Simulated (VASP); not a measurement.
# Si16C (a cell with a defect) in VASP: single point with PBE

Aim: the single point of Si16C (a cell with a defect) with PBE.

All numbers are computed with VASP 6.6.1; they aren't measurements. Logs are shortened: lines on timing, memory, paths and dates and some standing lists are left out, and cuts for length are marked.

**1. The cell of the first run**

The cell holds a defect, 17 atoms: a = 7.736 Å, b = 7.736 Å, c = 7.736 Å, α = 60.00°, β = 60.00°, γ = 60.00°.

**2. Single point, PBE, collinear spin**

Input file INCAR:

```
SYSTEM = Si16C
PREC = Accurate ; ENCUT = 520
EDIFF = 1E-7 ; ISMEAR = 0
SIGMA = 0.01 ; LREAL = Auto
LASPH = .True. ; NELM = 150
ALGO = Normal ; ISIF = 2
LWAVE = .False. ; LCHARG = .False.
ISPIN = 2 ; MAGMOM = 0.091 0.091 0.091 0 0.091 0 0 0 0.091 0 0.091 0.091 0.091 0.091 0 0.091 0.091
LORBIT = 11 ; GGA = PE
NELECT = 67.0 ; NBANDS = 52
```

Input file KPOINTS:

```
Automatic mesh
0
Gamma
  2 2 2
  0 0 0
```

Input file POSCAR:

```
Si16C
1.0
    0.0000000000      5.4700937642     -5.4700937642
    5.4700937642      5.4700937642      0.0000000000
    5.4700937642      0.0000000000     -5.4700937642
Si C
16 1
Direct
    0.1494140017      0.1079455395      0.1464722415
    0.1492422173      0.5944474213      0.1463037667
    0.6747085798      0.1004128738      0.1250200616
    0.6367368816      0.6142659995      0.1355507886
    0.1279561621      0.1004275332      0.6716937244
    0.1381113041      0.6143392085      0.6340323570
    0.6154047779      0.0996516931      0.6126168787
    0.6172600627      0.6590243395      0.6143824786
    0.2649357329      0.7354507465      0.2622961625
    0.2794571861      0.2212430314      0.2765359351
    0.7782214019      0.7308203908      0.2499981565
    0.7781924352      0.2419040218      0.2502138170
    0.2528513827      0.7308450578      0.7752899438
    0.2529599745      0.2419750811      0.7752606704
    0.7653041864      0.7316411354      0.7627464202
    0.6833416528      0.3116269984      0.6804925681
   -0.1544728180      0.1527003707     -0.1574412052
```

Potentials or basis: VASP PAW PBE potentials, release 64 (Si, C).

The run is started by

```
cat potpaw_PBE.64/Si/POTCAR potpaw_PBE.64/C/POTCAR > POTCAR
mpirun -np 1 vasp_std > vasp.out
```

OUTCAR:

```text
SYSTEM = Si16C
   PREC = Accurate
   ENCUT = 520
   EDIFF = 1E-7
   ISMEAR = 0
   LREAL = Auto
   LASPH = .True.
   NELM = 150
   ISIF = 2
   ISPIN = 2
   LORBIT = 11
   GGA = PE
   NELECT = 67.0

 ion  position               nearest neighbor table
   1  0.149  0.108  0.146-  12 2.35  14 2.35   9 2.36  10 2.36
   2  0.149  0.594  0.146-  13 2.35  11 2.35   9 2.36  10 2.36
   3  0.675  0.100  0.125-  17 1.86  11 2.34  12 2.34  10 2.50  16 2.96
   4  0.637  0.614  0.136-   9 2.35  12 2.35  15 2.36  11 2.36
   5  0.128  0.100  0.672-  17 1.86  13 2.34  14 2.34  10 2.50  16 2.96
   6  0.138  0.614  0.634-   9 2.35  14 2.35  15 2.36  13 2.36
   7  0.615  0.100  0.613-  16 2.29  12 2.33  14 2.33  15 2.35
   8  0.617  0.659  0.614-  16 2.29  11 2.33  13 2.33  15 2.36
   9  0.265  0.735  0.262-   6 2.35   4 2.35   1 2.36   2 2.36
  10  0.279  0.221  0.277-   2 2.36   1 2.36   5 2.50   3 2.50
  11  0.778  0.731  0.250-   8 2.33   3 2.34   2 2.35   4 2.36
  12  0.778  0.242  0.250-   7 2.33   3 2.34   1 2.35   4 2.35
  13  0.253  0.731  0.775-   8 2.33   5 2.34   2 2.35   6 2.36
  14  0.253  0.242  0.775-   7 2.33   5 2.34   1 2.35   6 2.35
  15  0.765  0.732  0.763-   7 2.35   8 2.36   4 2.36   6 2.36
  16  0.683  0.312  0.680-  17 1.77   7 2.29   8 2.29   3 2.96   5 2.96
  17  0.846  0.153  0.843-  16 1.77   5 1.86   3 1.86

  LATTYP: Found a face centered cubic cell.
 ALAT       =    10.9401875284

  Lattice vectors:

 A1 = (   0.0000000000,   5.4700937642,  -5.4700937642)
 A2 = (   5.4700937642,   5.4700937642,   0.0000000000)
 A3 = (   5.4700937642,   0.0000000000,  -5.4700937642)

Analysis of symmetry for initial positions (statically):
=====================================================================
 Subroutine PRICEL returns:
 Original cell was already a primitive cell.

 Routine SETGRP: Setting up the symmetry group for a
 face centered cubic supercell.

 Subroutine GETGRP returns: Found  1 space group operations
 (whereof  1 operations were pure point group operations)
 out of a pool of 48 trial point group operations.

The static configuration has the point symmetry C_1 .

Analysis of symmetry for dynamics (positions and initial velocities):
=====================================================================
 Subroutine PRICEL returns:
 Original cell was already a primitive cell.

 Routine SETGRP: Setting up the symmetry group for a
 face centered cubic supercell.

 Subroutine GETGRP returns: Found  1 space group operations
 (whereof  1 operations were pure point group operations)
 out of a pool of 48 trial point group operations.

The dynamic configuration has the point symmetry C_1 .

Analysis of structural, dynamic, and magnetic symmetry:
=====================================================================
 Subroutine PRICEL returns:
 Original cell was already a primitive cell.

 Routine SETGRP: Setting up the symmetry group for a
 face centered cubic supercell.

 Subroutine GETGRP returns: Found  1 space group operations
 (whereof  1 operations were pure point group operations)
 out of a pool of 48 trial point group operations.

The overall configuration has the point symmetry C_1 .

 Subroutine INISYM returns: Found  1 space group operations
 (whereof  1 operations are pure point group operations),
 and found     1 'primitive' translations

----------------------------------------------------------------------------------------

                                     Primitive cell

  volume of cell :     327.3515

  direct lattice vectors                    reciprocal lattice vectors
     0.000000000  5.470093764 -5.470093764    -0.091406111  0.091406111 -0.091406111
     5.470093764  5.470093764  0.000000000     0.091406111  0.091406111  0.091406111
     5.470093764  0.000000000 -5.470093764     0.091406111 -0.091406111 -0.091406111

  length of vectors
     7.735880789  7.735880789  7.735880789     0.158320029  0.158320029  0.158320029

  position of ions in fractional coordinates (direct lattice)
     0.149414002  0.107945540  0.146472241
     0.149242217  0.594447421  0.146303767
     0.674708580  0.100412874  0.125020062
     0.636736882  0.614265999  0.135550789
     0.127956162  0.100427533  0.671693724
     0.138111304  0.614339208  0.634032357
[... 9 lines left out ...]
     0.683341653  0.311626998  0.680492568
     0.845527182  0.152700371  0.842558795

  ion indices of the primitive-cell ions
   primitive index   ion index
                 1           1
                 2           2
                 3           3
                 4           4
                 5           5
                 6           6
[... 9 lines left out ...]
                16          16
                17          17

----------------------------------------------------------------------------------------

 KPOINTS: Automatic mesh

Automatic generation of k-mesh.
 Grid dimensions read from file:
 generate k-points for:    2    2    2

 Generating k-lattice:

  Cartesian coordinates                     Fractional coordinates (reciprocal lattice)
    -0.045703056  0.045703056 -0.045703056     0.500000000  0.000000000  0.000000000
     0.045703056  0.045703056  0.045703056     0.000000000  0.500000000  0.000000000
     0.045703056 -0.045703056 -0.045703056     0.000000000  0.000000000  0.500000000

  Length of vectors
     0.079160015  0.079160015  0.079160015

  Shift w.r.t. Gamma in fractional coordinates (k-lattice)
     0.000000000  0.000000000  0.000000000

 Subroutine IBZKPT returns following result:
 ===========================================

 Found      8 irreducible k-points:

 Following reciprocal coordinates:
            Coordinates               Weight
  0.000000  0.000000  0.000000      1.000000
  0.500000  0.000000  0.000000      1.000000
  0.000000  0.500000  0.000000      1.000000
  0.000000  0.000000  0.500000      1.000000
  0.500000  0.500000  0.500000      1.000000
  0.500000  0.500000  0.000000      1.000000
  0.000000  0.500000  0.500000      1.000000
  0.500000  0.000000  0.500000      1.000000
   k-points           NKPTS =      8   k-points in BZ     NKDIM =      8   number of bands    NBANDS=     52
   number of dos      NEDOS =    301   number of ions     NIONS =     17
   total plane-waves  NPLWV = 216000
   dimension x,y,z NGX =    60 NGY =   60 NGZ =   60
   dimension x,y,z NGXF=   120 NGYF=  120 NGZF=  120
   ions per type =              16   1
   NGX,Y,Z   is equivalent  to a cutoff of  12.89, 12.89, 12.89 a.u.
   NGXF,Y,Z  is equivalent  to a cutoff of  25.79, 25.79, 25.79 a.u.
 SYSTEM =  Si16C
   PREC   = accura    normal or accurate (medium, high low for compatibility)
   ISTART =      0    job   : 0-new  1-cont  2-samecut
   ICHARG =      2    charge: 1-file 2-atom 10-const
   ISPIN  =      2    spin polarized calculation?
   LNONCOLLINEAR =      F non collinear calculations
   LSORBIT =      F    spin-orbit coupling
   LASPH  =      T    aspherical Exc in radial PAW
   ENCUT  =  520.0 eV  38.22 Ry    6.18 a.u.  14.38 14.38 14.38*2*pi/ulx,y,z
   NELM   =    150;   NELMIN=  2; NELMDL= -5     # of ELM steps
   EDIFF  = 0.1E-06   stopping-criterion for ELM
   LREAL  =      T    real-space projection
   EDIFFG = 0.1E-05   stopping-criterion for IOM
   NSW    =      0    number of steps for IOM
   IBRION =     -1    ionic relax: 0-MD 1-quasi-New 2-CG
   NFREE  =      0    steps in history (QN), initial steepest desc. (CG)
   ISIF   =      2    stress and relaxation
   ISYM   =      2    0-nonsym 1-usesym 2-fastsym
   POTIM  = 0.5000    time-step for ionic-motion
   TEBEG  =    0.0;   TEEND  =   0.0 temperature during run
   PSTRESS=    0.0 pullay stress
   NELECT =      67.0000    total number of electrons
   NUPDOWN=      -1.0000    fix difference up-down
   EMIN   =  10.00;   EMAX   =-10.00  energy-range for DOS
   EFERMI =   0.00;   METHOD = LEGACY
   ISMEAR =     0;   SIGMA  =   0.01  broadening in eV -4-tet -1-fermi 0-gaus
   EFERMI_NEDOS =   21; number of points for ismear=-14 and -15
   IALGO  =     38    algorithm
   IMIX   =      4    mixing-type and parameters
     AMIX     =   0.40;   BMIX     =  1.00
     AMIX_MAG =   1.60;   BMIX_MAG =  1.00
  volume/ion in A,a.u.               =      19.26       129.95
  Fermi-wavevector in a.u.,A,eV,Ry     =   0.964780  1.823170 12.664311  0.930801
  Thomas-Fermi vector in A             =   2.094441
   LORBIT       =     11    0 simple, 1 ext, 2 COOP (PROOUT), +10 PAW based schemes
   GGA     = PE    functional components
   LHFCALC =     F    Hartree Fock is set to
   AEXX    =    0.0000 exact exchange contribution
   IVDW    =     0    specifies the selected vdW correction
   LEPSILON=     F    determine dielectric tensor
   LRPA    =     F    only Hartree local field effects (RPA)
 spin polarized calculation
 Gauss-broadening in eV      SIGMA  =   0.01
  energy-cutoff  :      520.00
  volume of cell :      327.35
 maximum number of plane-waves:      8824
 NGX is ok and might be reduce to    60
   NGX = 29   NGY = 29   NGZ = 29

 number of electron      67.0000000 magnetization      -0.0000087

 number of electron      67.0000000 magnetization       0.0000117

 Free energy of the ion-electron system (eV)
  ---------------------------------------------------
  ext. energy  EPLUGINS =         0.00000000
  ---------------------------------------------------
  free energy    TOTEN  =       -97.32948917 eV

  energy without entropy =      -97.32948917  energy(sigma->0) =      -97.32948917

 E-fermi :   5.9268     XC(G=0):  -9.4016

 val. band max:        5.8362711332   @ k =   0.0000   0.0000   0.0000
 cond. band min:       6.0131481992   @ k =   0.5000   0.5000   0.5000
 fundamental gap:      0.1768770660
 Fermi energy:         5.9268284944

 spin component 1

 k-point     1 :       0.0000    0.0000    0.0000
  band No.  band energies     occupation
      1      -7.2203      1.00000
      2      -5.4385      1.00000
      3      -3.9439      1.00000
      4      -3.9365      1.00000
      5      -3.9043      1.00000
      6      -3.0378      1.00000
[... 373 lines left out ...]
     44       9.5450      0.00000
     45      10.2495      0.00000
 Fermi energy:         5.9268284944

 spin component 2

 k-point     1 :       0.0000    0.0000    0.0000
  band No.  band energies     occupation
      1      -7.2203      1.00000
      2      -5.4385      1.00000
      3      -3.9439      1.00000
      4      -3.9365      1.00000
      5      -3.9043      1.00000
      6      -3.0378      1.00000
[... 373 lines left out ...]
     44       9.5450      0.00000
     45      10.2495      0.00000
 [bands above 45 left out]

------------------------ aborting loop because EDIFF is reached ----------------------------------------

  FORCE on cell =-STRESS in cart. coord.  units (eV):
  Direction    XX          YY          ZZ          XY          YZ          ZX
  --------------------------------------------------------------------------------------
  -------------------------------------------------------------------------------------
  Total       -7.6708330     -7.6683491      1.0981994      3.1029877      0.1376035      0.1356718
  in kB      -37.5438499    -37.5316928      5.3749879     15.1871516      0.6734814      0.6640269
  external PRESSURE =     -23.2335183 kB  Pullay stress =       0.0000000 kB

 VOLUME and BASIS-vectors are now :
 -----------------------------------------------------------------------------
  energy-cutoff  :      520.00
  volume of cell :      327.35
      direct lattice vectors                 reciprocal lattice vectors
     0.000000000  5.470093764 -5.470093764    -0.091406111  0.091406111 -0.091406111
     5.470093764  5.470093764  0.000000000     0.091406111  0.091406111  0.091406111
     5.470093764  0.000000000 -5.470093764     0.091406111 -0.091406111 -0.091406111

 POSITION                                       TOTAL-FORCE (eV/Angst)
 -----------------------------------------------------------------------------------
      1.39169      1.40778     -1.61853         0.006379      0.004332      0.000986
      4.05198      4.06805     -1.61666        -0.002541     -0.004045     -0.000884
      1.23314      4.23999     -4.37459         0.006134      0.006604      0.001629
      4.10157      6.84310     -4.22449        -0.000662      0.007318      0.001335
      4.22358      1.24928     -4.37416         0.008118      0.003893      0.001726
      6.82871      4.11597     -4.22370         0.007214      0.000357     -0.001461
[... 9 lines left out ...]
      5.42699      5.44257     -7.46030        -0.007076     -0.006041      0.000277
      5.44416      5.46040     -9.23399         0.006439     -0.006455      0.008594
 -----------------------------------------------------------------------------------
    total drift:                                0.001129     -0.004503      0.017923

  FREE ENERGIE OF THE ION-ELECTRON SYSTEM (eV)
  ---------------------------------------------------
  free  energy   TOTEN  =       -97.3294891735 eV

  energy  without entropy=      -97.3294891735  energy(sigma->0) =      -97.32948917

 total charge

# of ion       s       p       d       tot
------------------------------------------
    1        0.736   0.939   0.000   1.674
    2        0.735   0.940   0.000   1.675
    3        0.745   0.897   0.000   1.641
    4        0.737   0.937   0.000   1.674
    5        0.745   0.897   0.000   1.642
    6        0.737   0.937   0.000   1.674
[... 9 lines left out ...]
   16        0.788   0.910   0.000   1.697
   17        0.886   1.556   0.000   2.442
--------------------------------------------------
tot         12.820  16.354   0.000  29.174

 magnetization (x)

# of ion       s       p       d       tot
------------------------------------------
    1        0.000   0.000   0.000   0.000
    2        0.000   0.000   0.000   0.000
    3        0.000   0.000   0.000   0.000
    4        0.000  -0.000   0.000  -0.000
    5        0.000   0.000   0.000   0.000
    6        0.000  -0.000   0.000   0.000
[... 9 lines left out ...]
   16        0.000   0.000   0.000   0.000
   17       -0.000   0.000   0.000  -0.000
--------------------------------------------------
tot          0.000   0.000   0.000   0.000
```

It took 4.1 min on 1 thread of Intel Xeon 6975P-C (Granite Rapids), shared host; peak memory 0.71 GiB.

What came out:

* Free energy: -97.3295 eV
* Largest force: 0.028 eV/Å
* Net moment: 0.00 μB per cell
* Valence electrons inside the program's atomic spheres: Si 1.67, 1.68, 1.64, 1.69, 1.63, 1.70; C 2.44

Forces on the atoms (eV/Å):
```
Si   0.006  0.004  0.001
Si  -0.003 -0.004 -0.001
Si   0.006  0.007  0.002
Si  -0.001  0.007  0.001
Si   0.008  0.004  0.002
Si   0.007  0.000 -0.001
Si   0.014  0.012 -0.004
Si   0.003  0.003  0.008
Si  -0.008 -0.001 -0.003
Si   0.000  0.006  0.007
Si   0.007 -0.013 -0.013
Si   0.000 -0.004  0.008
Si  -0.014  0.009 -0.015
Si  -0.006  0.001  0.002
Si  -0.021 -0.018 -0.001
Si  -0.007 -0.006  0.000
C    0.006 -0.006  0.009
```

Caveat: the k points lie up to 0.50 Å⁻¹ apart; the cell carries a net charge on a neutralising background, which shifts energy and pressure; the cell is charged against a uniform background, so pressure and absolute levels hang on convention.
